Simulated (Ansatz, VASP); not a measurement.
**Ca4AlO: VASP beside Ansatz**

```xyz
6
Lattice="8.6429 0.0000 0.0000 -4.3214 7.4850 0.0000 0.0000 0.0000 3.3419" Properties=species:S:1:pos:R:3 pbc="T T T"
Ca    0.0000    4.9900    0.0000
Ca    0.0000    1.8323    1.6709
Ca    2.7346    6.5688    1.6709
Ca   -2.7346    6.5688    1.6709
Al    4.3214    2.4950    0.0000
O     0.0000    0.0000    0.0000
```

Change from the starting cell: species swapped into the NdAlCu4 type (P-6m2, No. 187).

Alike in both runs: functional PBE; k mesh 6 × 6 × 12; occupations gaussian, width 0.1 eV; no spin polarisation.

Ansatz relaxed the structure, and its values are those at the end. VASP's run is a single point on that final structure, the one shown.

|  | VASP | Ansatz |
| --- | --- | --- |
| version | VASP 6.6.1 | Ansatz 0.2.0 |
| potentials or method | VASP PAW PBE potentials, release 64 (Ca_sv, Al, O), cutoff 520 eV | scalar-relativistic, plane waves, PAW |
| valence electrons in the cell | 49 | 49 |

|  | VASP | Ansatz | Ansatz less VASP |
| --- | --- | --- | --- |
| gap on the k mesh at the Fermi level (eV) | none | none | - |
| pressure (GPa) | 0.0 | 0.0 | -0.06 |
| rms of the force components (eV/Å) | 0.011 | 0.000 | -0.0112 |

A gap of «none» marks a metal or a gap that the smearing closes.
